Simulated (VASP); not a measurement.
Write the native input for VASP 6.6.1 that does the following.

| Property | Result |
| --- | --- |
| Task | single point |
| Functional | LDA |
| Potentials or basis | VASP PAW LDA potentials, release 64 (Cd_sv_GW) |
| Cutoff | 630 eV |
| k mesh | 8 × 8 × 8 |
| Occupations | gaussian, width 0.1 eV |
| Spin | no spin polarisation |
| Dipole correction | no |
| Further INCAR settings | ALGO = Normal; EDIFF = 1e-06; NBANDS = 16 |

The structure of Cd lies in POSCAR:

```
Cd
1.0
    0.0000000000      2.1544995740      2.1544995740
    2.1544995740      0.0000000000      2.1544995740
    2.1544995740      2.1544995740      0.0000000000
Cd
1
Direct
    0.0000000000      0.0000000000      0.0000000000
```

This isn't the form of Cd at room conditions, which is hcp.

These files were run (other wordings do the same):

INCAR

```
ALGO     = Normal         # electronic algorithm
EDIFF    = 1E-6           # SCF threshold, eV
ENCUT    = 630            # plane-wave cutoff, eV
GGA_COMPAT= F            
ISIF     = 2              # what is computed and relaxed
ISMEAR   = 0              # smearing method
LASPH    = T              # aspherical terms in the spheres
LCHARG   = T              # write CHGCAR
LELF     = T              # ELF
LREAL    = F              # projectors in reciprocal space
LVHAR    = T            
LWAVE    = F              # write WAVECAR
NBANDS   = 16             # bands
NELM     = 120            # most SCF steps
PREC     = Accurate       # precision mode
SIGMA    = 0.1            # smearing width, eV
```

KPOINTS

```
k-points
0
Gamma
  8 8 8
```

Potentials or basis: VASP PAW LDA potentials, release 64 (Cd_sv_GW).

Command:

```sh
$ cat potpaw_LDA.64/Cd_sv_GW/POTCAR > POTCAR
$ mpirun -np 1 vasp_std > vasp.out
```

Results of the run:

```yaml
Pressure: -0.1 GPa
Band_gap_on_the_k_mesh: zero (bands 10 and 11 overlap by 3.33 eV)
```

It took 12 s on 1 thread of Intel(R) Xeon(R) Platinum 8488C (Sapphire Rapids), on a shared host, peak memory 0.15 GiB.
